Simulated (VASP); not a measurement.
# Al2Ru (I4/mmm) in VASP: further runs, part 2 of 2

VASP 6.6.1. Earlier steps stand in the parts before.

## Step 3: Single point, PBEsol (strain +0.015 along x and y, -0.030 along z)

File INCAR:

```
SYSTEM = Al2Ru
ALGO = Fast
EDIFF = 1E-6
ENCUT = 520
GGA = PS
ISIF = 2
ISMEAR = 0
LASPH = .TRUE.
LCHARG = .FALSE.
LREAL = .FALSE.
LWAVE = .FALSE.
NBANDS = 17
NELM = 100
PREC = Accurate
SIGMA = 0.15
```

File KPOINTS:

```
k-points
0
G
  22 22 22
  0 0 0
```

File POSCAR:

```
Al2Ru
1.0
   -1.5840890652      1.5840890652      4.0852055116
    1.5840890652     -1.5840890652      4.0852055116
    1.5840890652      1.5840890652     -4.0852055116
Al Ru
2 1
Direct
    0.6590760825      0.6590760825      0.0000000000
    0.3409239175      0.3409239175      0.0000000000
    0.0000000000      0.0000000000      0.0000000000
```

Potentials or basis: VASP PAW PBE potentials, release 64 (Al, Ru_pv).

Launch:

```sh
cat potpaw_PBE.64/Al/POTCAR potpaw_PBE.64/Ru_pv/POTCAR > POTCAR
mpirun -np 1 vasp_std > vasp.out
```

OUTCAR:

```text
SYSTEM = Al2Ru
   EDIFF = 1E-6
   ENCUT = 520
   GGA = PS
   ISIF = 2
   ISMEAR = 0
   LASPH = .TRUE.
   LREAL = .FALSE.
   NELM = 100
   PREC = Accurate

 ion  position               nearest neighbor table
   1  0.659  0.659  0.000-   3 2.59   3 2.59   3 2.59   3 2.59   2 2.60   2 2.69   2 2.69   2 2.69
                             2 2.69   3 2.79
   2  0.341  0.341  0.000-   3 2.59   3 2.59   3 2.59   3 2.59   1 2.60   1 2.69   1 2.69   1 2.69
                             1 2.69   3 2.79
   3  0.000  0.000  0.000-   1 2.59   1 2.59   1 2.59   2 2.59   1 2.59   2 2.59   2 2.59   2 2.59
                             1 2.79   2 2.79

  LATTYP: Found a body centered tetragonal cell.
 ALAT       =     3.1681781304
 C/A-ratio  =     2.5788988772

  Lattice vectors:

 A1 = (  -1.5840890652,   1.5840890652,   4.0852055116)
 A2 = (   1.5840890652,  -1.5840890652,   4.0852055116)
 A3 = (   1.5840890652,   1.5840890652,  -4.0852055116)

Analysis of symmetry for initial positions (statically):
=====================================================================
 Subroutine PRICEL returns:
 Original cell was already a primitive cell.

 Routine SETGRP: Setting up the symmetry group for a
 body centered tetragonal supercell.

 Subroutine GETGRP returns: Found 16 space group operations
 (whereof 16 operations were pure point group operations)
 out of a pool of 16 trial point group operations.

The static configuration has the point symmetry D_4h.

Analysis of symmetry for dynamics (positions and initial velocities):
=====================================================================
 Subroutine PRICEL returns:
 Original cell was already a primitive cell.

 Routine SETGRP: Setting up the symmetry group for a
 body centered tetragonal supercell.

 Subroutine GETGRP returns: Found 16 space group operations
 (whereof 16 operations were pure point group operations)
 out of a pool of 16 trial point group operations.

The dynamic configuration has the point symmetry D_4h.

 Subroutine INISYM returns: Found 16 space group operations
 (whereof 16 operations are pure point group operations),
 and found     1 'primitive' translations

----------------------------------------------------------------------------------------

                                     Primitive cell

  volume of cell :      41.0046

  direct lattice vectors                    reciprocal lattice vectors
    -1.584089065  1.584089065  4.085205512     0.000000000  0.315638818  0.122392863
     1.584089065 -1.584089065  4.085205512     0.315638818  0.000000000  0.122392863
     1.584089065  1.584089065 -4.085205512     0.315638818  0.315638818  0.000000000

  length of vectors
     4.659139449  4.659139449  4.659139449     0.338537851  0.338537851  0.446380697

  position of ions in fractional coordinates (direct lattice)
     0.659076083  0.659076083  0.000000000
     0.340923917  0.340923917  0.000000000
     0.000000000  0.000000000  0.000000000

  ion indices of the primitive-cell ions
   primitive index   ion index
                 1           1
                 2           2
                 3           3

----------------------------------------------------------------------------------------

 KPOINTS: k-points
[... 24 lines left out ...]
            Coordinates               Weight
  0.000000  0.000000  0.000000      1.000000
  0.045455  0.000000  0.000000      8.000000
  0.090909  0.000000  0.000000      8.000000
  0.136364  0.000000  0.000000      8.000000
  0.181818  0.000000  0.000000      8.000000
  0.227273  0.000000 -0.000000      8.000000
[... 16 lines left out ...]
  0.500000  0.045455  0.000000     16.000000
 -0.454545  0.045455  0.000000     16.000000
 [... further k-points ...]
   k-points           NKPTS =    834   k-points in BZ     NKDIM =    834   number of bands    NBANDS=     17
   number of dos      NEDOS =    301   number of ions     NIONS =      3
   total plane-waves  NPLWV =  46656
   dimension x,y,z NGX =    36 NGY =   36 NGZ =   36
   dimension x,y,z NGXF=    72 NGYF=   72 NGZF=   72
   ions per type =               2   1
   NGX,Y,Z   is equivalent  to a cutoff of  12.85, 12.85, 12.85 a.u.
   NGXF,Y,Z  is equivalent  to a cutoff of  25.69, 25.69, 25.69 a.u.
 SYSTEM =  Al2Ru
   PREC   = accura    normal or accurate (medium, high low for compatibility)
   ISTART =      0    job   : 0-new  1-cont  2-samecut
   ICHARG =      2    charge: 1-file 2-atom 10-const
   ISPIN  =      1    spin polarized calculation?
   LNONCOLLINEAR =      F non collinear calculations
   LSORBIT =      F    spin-orbit coupling
   LASPH  =      T    aspherical Exc in radial PAW
   ENCUT  =  520.0 eV  38.22 Ry    6.18 a.u.   8.66  8.66  8.66*2*pi/ulx,y,z
   NELM   =    100;   NELMIN=  2; NELMDL= -5     # of ELM steps
   EDIFF  = 0.1E-05   stopping-criterion for ELM
   LREAL  =      F    real-space projection
   EDIFFG = 0.1E-04   stopping-criterion for IOM
   NSW    =      0    number of steps for IOM
   IBRION =     -1    ionic relax: 0-MD 1-quasi-New 2-CG
   NFREE  =      0    steps in history (QN), initial steepest desc. (CG)
   ISIF   =      2    stress and relaxation
   ISYM   =      2    0-nonsym 1-usesym 2-fastsym
   POTIM  = 0.5000    time-step for ionic-motion
   TEBEG  =    0.0;   TEEND  =   0.0 temperature during run
   PSTRESS=    0.0 pullay stress
   NELECT =      20.0000    total number of electrons
   NUPDOWN=      -1.0000    fix difference up-down
   EMIN   =  10.00;   EMAX   =-10.00  energy-range for DOS
   EFERMI =   0.00;   METHOD = LEGACY
   ISMEAR =     0;   SIGMA  =   0.15  broadening in eV -4-tet -1-fermi 0-gaus
   EFERMI_NEDOS =   21; number of points for ismear=-14 and -15
   IALGO  =     68    algorithm
   IMIX   =      4    mixing-type and parameters
     AMIX     =   0.40;   BMIX     =  1.00
     AMIX_MAG =   1.60;   BMIX_MAG =  1.00
  volume/ion in A,a.u.               =      13.67        92.24
  Fermi-wavevector in a.u.,A,eV,Ry     =   1.288666  2.435226 22.594662  1.660661
  Thomas-Fermi vector in A             =   2.420606
   LORBIT       =      0    0 simple, 1 ext, 2 COOP (PROOUT), +10 PAW based schemes
   GGA     = PS    functional components
   LHFCALC =     F    Hartree Fock is set to
   AEXX    =    0.0000 exact exchange contribution
   IVDW    =     0    specifies the selected vdW correction
   LEPSILON=     F    determine dielectric tensor
   LRPA    =     F    only Hartree local field effects (RPA)
 non-spin polarized calculation
 RMM-DIIS sequential band-by-band and
 Gauss-broadening in eV      SIGMA  =   0.15
  energy-cutoff  :      520.00
  volume of cell :       41.00
 maximum number of plane-waves:      1132
   NGX = 17   NGY = 17   NGZ = 17

 number of electron      20.0000000 magnetization

 Free energy of the ion-electron system (eV)
  ---------------------------------------------------
  ext. energy  EPLUGINS =         0.00000000
  ---------------------------------------------------
  free energy    TOTEN  =       -20.29003217 eV

  energy without entropy =      -20.28429998  energy(sigma->0) =      -20.28716607

 E-fermi :  10.5017     XC(G=0): -12.0336

 val. band max:       10.4981850844   @ k =  -0.4545   0.5000   0.1364
 cond. band min:      10.5030974252   @ k =  -0.3182   0.1818   0.0455
 fundamental gap:      0.0049123408
 Fermi energy:        10.5017372408

 k-point     1 :       0.0000    0.0000    0.0000
  band No.  band energies     occupation
      1     -32.1006      2.00000
      2     -32.1006      2.00000
      3     -31.9525      2.00000
      4      -0.3716      2.00000
      5       5.2142      2.00000
      6       6.7248      2.00000
[... 457 lines left out ...]
      4       2.9780      2.00000
      5       4.2996      2.00000
      6       6.1037      2.00000
[... 9 lines left out ...]
     16      19.7118      0.00000
     17      21.0291      0.00000

 [... further k-points ...]

------------------------ aborting loop because EDIFF is reached ----------------------------------------

  FORCE on cell =-STRESS in cart. coord.  units (eV):
  Direction    XX          YY          ZZ          XY          YZ          ZX
  --------------------------------------------------------------------------------------
  -------------------------------------------------------------------------------------
  Total       -0.7038961     -0.7038961      2.0096303      0.0000000      0.0000000      0.0000000
  in kB      -27.5033792    -27.5033792     78.5224189      0.0000000      0.0000000      0.0000000
  external PRESSURE =       7.8385535 kB  Pullay stress =       0.0000000 kB

 VOLUME and BASIS-vectors are now :
 -----------------------------------------------------------------------------
  energy-cutoff  :      520.00
  volume of cell :       41.00
      direct lattice vectors                 reciprocal lattice vectors
    -1.584089065  1.584089065  4.085205512     0.000000000  0.315638818  0.122392863
     1.584089065 -1.584089065  4.085205512     0.315638818  0.000000000  0.122392863
     1.584089065  1.584089065 -4.085205512     0.315638818  0.315638818  0.000000000

 POSITION                                       TOTAL-FORCE (eV/Angst)
 -----------------------------------------------------------------------------------
      0.00000      0.00000      5.38492         0.000000      0.000000      0.402897
      0.00000      0.00000      2.78549        -0.000000     -0.000000     -0.402897
      0.00000      0.00000      0.00000        -0.000000     -0.000000      0.000000
 -----------------------------------------------------------------------------------
    total drift:                                0.000000     -0.000000      0.000000

  FREE ENERGIE OF THE ION-ELECTRON SYSTEM (eV)
  ---------------------------------------------------
  free  energy   TOTEN  =       -20.2900321712 eV

  energy  without entropy=      -20.2842999758  energy(sigma->0) =      -20.28716607
```

OSZICAR:

```text
N       E                     dE             d eps       ncg     rms          rms(c)
DAV:   1     0.115833724355E+03    0.11583E+03   -0.10625E+04 29236   0.109E+03
DAV:   2    -0.189447386385E+02   -0.13478E+03   -0.13091E+03 32688   0.283E+02
DAV:   3    -0.213175264575E+02   -0.23728E+01   -0.23606E+01 35086   0.382E+01
DAV:   4    -0.213376689874E+02   -0.20143E-01   -0.20134E-01 33809   0.362E+00
DAV:   5    -0.213381241949E+02   -0.45521E-03   -0.45519E-03 36594   0.495E-01    0.139E+01
RMM:   6    -0.207255400014E+02    0.61258E+00   -0.46235E+00 28635   0.156E+01    0.401E+00
RMM:   7    -0.203552168491E+02    0.37032E+00   -0.71561E-01 28590   0.641E+00    0.283E+00
RMM:   8    -0.202951003120E+02    0.60117E-01   -0.78292E-02 31127   0.230E+00    0.617E-01
RMM:   9    -0.202901160037E+02    0.49843E-02   -0.88913E-03 31807   0.653E-01    0.222E-01
RMM:  10    -0.202900188042E+02    0.97199E-04   -0.13824E-03 37150   0.265E-01    0.867E-02
RMM:  11    -0.202900281602E+02   -0.93560E-05   -0.35307E-04 38247   0.118E-01    0.791E-02
RMM:  12    -0.202900528723E+02   -0.24712E-04   -0.94898E-05 35398   0.836E-02    0.861E-02
RMM:  13    -0.202900304517E+02    0.22421E-04   -0.57421E-05 35419   0.616E-02    0.136E-02
RMM:  14    -0.202900322313E+02   -0.17796E-05   -0.19290E-05 37698   0.216E-02    0.163E-02
RMM:  15    -0.202900321712E+02    0.60124E-07   -0.10484E-06 25940   0.690E-03
   1 F= -.20290032E+02 E0= -.20287166E+02  d E =-.573220E-02
```

stdout:

```text
POSCAR found type information on POSCAR AlRu
 POSCAR found :  2 types and       3 ions
 scaLAPACK will be used
 -----------------------------------------------------------------------------
|                                                                             |
|                                                                             |
|     You enforced a specific xc type in the INCAR file but a different       |
|     I HOPE YOU KNOW WHAT YOU ARE DOING!                                     |
|                                                                             |
 -----------------------------------------------------------------------------

 LDA part: xc-table for (Slater+PW92), standard interpolation
 POSCAR, INCAR and KPOINTS ok, starting setup
 FFT: planning ... GRIDC
 FFT: planning ... GRID_SOFT
 FFT: planning ... GRID
 WAVECAR not read
 entering main loop
```

Wall time 35 min (1 thread of Intel Xeon 8259CL, shared host); peak memory 0.67 GiB.

What came out:

```yaml
Free_energy: -20.2900 eV
Pressure: 0.8 GPa
Largest_force: 0.403 eV/Å
Band_gap_on_the_k_mesh: zero (bands 10 and 11 overlap by 0.39 eV)
```

Forces in eV/Å, atoms in the order of the input:
```
Al   0.000  0.000  0.403
Al   0.000  0.000 -0.403
Ru   0.000  0.000  0.000
```

Levels at points of the mesh, in eV from the Fermi level:
```tsv
k point	band 6	band 7	band 8	band 9	band 10	band 11	band 12	band 13	band 14	band 15
(0.00, 0.00, 0.00)	-3.78	-2.09	-2.09	-1.34	-1.12	2.89	4.63	5.75	5.75	6.28
(0.50, 0.00, 0.00)	-4.51	-2.80	-2.68	-2.60	-1.48	0.47	3.40	5.59	6.66	8.32
(0.50, 0.50, 0.00)	-3.56	-3.24	-3.12	-1.27	-0.41	0.12	1.77	2.38	4.99	5.05
(0.50, 0.50, 0.50)	-3.98	-2.46	-1.55	-1.55	-1.09	2.80	2.80	6.36	7.54	8.24
```

Caveat: the cell differs from its parent crystal (strain +0.015 along x and y, -0.030 along z); the stress differs along the axes, from -3 to 8 GPa; the PAW data sets were made with another functional, which shifts forces and pressure a little.

## Step 4: Single point, PBEsol (strain +0.015 along x and y, -0.015 along z)

File INCAR:

```
SYSTEM = Al2Ru
  PREC = Accurate
  ENCUT = 520
  EDIFF = 1E-6
  ISMEAR = 0
  SIGMA = 0.15
  LREAL = .False.
  LASPH = .True.
  NELM = 80
  ALGO = Fast
  ISIF = 2
  LWAVE = .False.
  LCHARG = .False.
  GGA = PS
  NBANDS = 17
```

File KPOINTS:

```
regular mesh
0
Gamma
  22 22 22
  0 0 0
```

File POSCAR:

```
Al2Ru
1.0
   -1.5840890652      1.5840890652      4.1483787927
    1.5840890652     -1.5840890652      4.1483787927
    1.5840890652      1.5840890652     -4.1483787927
Al Ru
2 1
Direct
    0.6590760825      0.6590760825      0.0000000000
    0.3409239175      0.3409239175      0.0000000000
    0.0000000000      0.0000000000      0.0000000000
```

Launch:

```sh
cat potpaw_PBE.64/Al/POTCAR potpaw_PBE.64/Ru_pv/POTCAR > POTCAR
mpirun -np 1 vasp_std > vasp.out
```

Run time: 29 min. Hardware: 1 thread of Intel Xeon 8259CL, shared host; peak memory 0.67 GiB.

It converged, with:

- Free energy: -20.3096 eV
- Pressure: -2.2 GPa
- Largest force: 0.216 eV/Å
- Band gap on the k mesh: zero (bands 10 and 11 overlap by 0.32 eV)

Forces on the atoms (eV/Å):
```
Al   0.000  0.000  0.216
Al   0.000  0.000 -0.216
Ru   0.000  0.000  0.000
```

Stress tensor (GPa, compression positive):
```
-4.38  0.00  0.00
 0.00 -4.38  0.00
 0.00  0.00  2.08
```

Levels at points of the mesh, in eV from the Fermi level:
| k point | band 7 | band 8 | band 9 | band 10 | band 11 | band 12 | band 13 | band 14 |
| --- | --- | --- | --- | --- | --- | --- | --- | --- |
| (0.00, 0.00, 0.00) | -2.01 | -2.01 | -1.54 | -1.05 | 2.69 | 4.67 | 5.82 | 5.82 |
| (0.50, 0.00, 0.00) | -2.78 | -2.61 | -2.59 | -1.43 | 0.50 | 3.23 | 5.43 | 6.72 |
| (0.50, 0.50, 0.00) | -3.23 | -3.05 | -1.28 | -0.37 | 0.16 | 1.76 | 2.24 | 4.91 |
| (0.50, 0.50, 0.50) | -2.45 | -1.52 | -1.52 | -1.02 | 2.89 | 2.89 | 6.32 | 7.13 |

Caveat: the cell differs from its parent crystal (strain +0.015 along x and y, -0.015 along z); the stress differs along the axes, from -4 to 2 GPa; the PAW data sets were made with another functional, which shifts forces and pressure a little.

## Step 5: Single point, PBEsol

This run uses another cell than the first one, of 13.88 Å³/atom.

File INCAR:

```
PREC = Accurate
ENCUT = 520
EDIFF = 1E-7
ISMEAR = 0
SIGMA = 0.15
LREAL = False
LASPH = True
NELM = 60
ALGO = Fast
ISIF = 2
LWAVE = False
LCHARG = False
GGA = PS
NBANDS = 17
```

File KPOINTS:

```
regular mesh
0
Gamma
  22 22 22
```

POSCAR is that of step 4.

Launch:

```sh
cat potpaw_PBE.64/Al/POTCAR potpaw_PBE.64/Ru_pv/POTCAR > POTCAR
mpirun -np 1 vasp_std > vasp.out
```

Run time: 35 min. Hardware: 1 thread of Intel Xeon 8259CL, shared host; peak memory 0.68 GiB.

The run converged. Its results:

- Free energy: -20.3096 eV
- Pressure: -2.2 GPa
- Largest force: 0.216 eV/Å
- Band gap on the k mesh: zero (bands 10 and 11 overlap by 0.32 eV)

Forces on the atoms (eV/Å):
```
Al   0.000  0.000  0.216
Al   0.000  0.000 -0.216
Ru   0.000  0.000  0.000
```

Stress tensor (GPa, compression positive):
```
-4.38  0.00  0.00
 0.00 -4.38  0.00
 0.00  0.00  2.05
```

Levels at points of the mesh, in eV from the Fermi level:
| k point | band 8 | band 9 | band 10 | band 11 | band 12 | band 13 |
| --- | --- | --- | --- | --- | --- | --- |
| (0.00, 0.00, 0.00) | -2.01 | -1.54 | -1.05 | 2.69 | 4.67 | 5.82 |
| (0.50, 0.00, 0.00) | -2.61 | -2.59 | -1.43 | 0.50 | 3.23 | 5.43 |
| (0.50, 0.50, 0.00) | -3.05 | -1.28 | -0.37 | 0.16 | 1.76 | 2.24 |
| (0.50, 0.50, 0.50) | -1.52 | -1.52 | -1.02 | 2.89 | 2.89 | 6.32 |

Caveat: the stress differs along the axes, from -4 to 2 GPa; the PAW data sets were made with another functional, which shifts forces and pressure a little.

## Step 6: The runs side by side

| cell | further INCAR settings | gap on the mesh (eV) | pressure (GPa) | largest force (eV/Å) |
| --- | --- | --- | --- | --- |
| a = 4.724 Å, angles 142.6, 142.6, 53.9°, 3 atoms | ALGO = Fast; EDIFF = 1e-07; NBANDS = 17 | none | 12.7 | 0.05 |
| a = 4.659 Å, angles 140.2, 140.2, 57.5°, 3 atoms | ALGO = Fast; EDIFF = 1e-06; NBANDS = 17 | none | 0.8 | 0.40 |
| a = 4.715 Å, angles 140.7, 140.7, 56.7°, 3 atoms | ALGO = Fast; EDIFF = 1e-06; NBANDS = 17 | none | -2.2 | 0.22 |
| a = 4.715 Å, angles 140.7, 140.7, 56.7°, 3 atoms | ALGO = Fast; EDIFF = 1e-07; NBANDS = 17 | none | -2.2 | 0.22 |

Alike in all rows: task single point; level PBEsol; potentials or basis VASP PAW PBE potentials, release 64 (Al, Ru_pv); no spin polarisation; k mesh 22 × 22 × 22; cutoff (eV) 520; smearing gaussian 0.15 eV.

Caveats: the PAW data sets were made with another functional, which shifts forces and pressure a little; the stress differs along the axes, from -4 to 2 GPa (at least some runs); the stress differs along the axes, from 8 to 15 GPa (at least some runs); the stress differs along the axes, from -3 to 8 GPa (at least some runs).

Absolute energies hang on the potentials; compare differences alone.

The gap in the log of VASP goes by the Fermi energy; the results here count the filled bands.